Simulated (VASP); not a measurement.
A run of VASP 6.6.1:

File INCAR:

```
SYSTEM = Pd
PREC = Accurate
ENCUT = 520
EDIFF = 1E-6
ISMEAR = -1
SIGMA = 0.05
LREAL = .FALSE.
LASPH = .TRUE.
NELM = 150
ALGO = Normal
ISIF = 2
LWAVE = .FALSE.
LCHARG = .FALSE.
ISPIN = 2
MAGMOM = 0.422 0.422
LORBIT = 11
LMAXMIX = 4
NBANDS = 21
```

Contents of KPOINTS:

```
regular mesh
0
G
  11 11 11
  0 0 0
```

File POSCAR:

```
Pd
1.0
    0.0000000000      2.8818914710      2.8818914710
    2.8818914710      0.0000000000      2.8818914710
    2.8818914710      2.8818914710      0.0000000000
Pd
2
Direct
    0.1250000000      0.1250000000      0.1250000000
    0.8750000000      0.8750000000      0.8750000000
```

Potentials or basis: VASP PAW LDA potentials, release 64 (Pd).

The run is started by

```console
$ cat potpaw_LDA.64/Pd/POTCAR > POTCAR
$ mpirun -np 1 vasp_std > vasp.out
```

Hardware: 1 thread of Intel(R) Xeon(R) 6975P-C (Granite Rapids), with other jobs on the host.

Q: Estimate the wall time of this run.

A: Wall time 32 s on 1 thread of Intel(R) Xeon(R) 6975P-C (Granite Rapids), on a shared host, peak memory 0.2 GiB. Counts: scf iterations 11, k points 56.
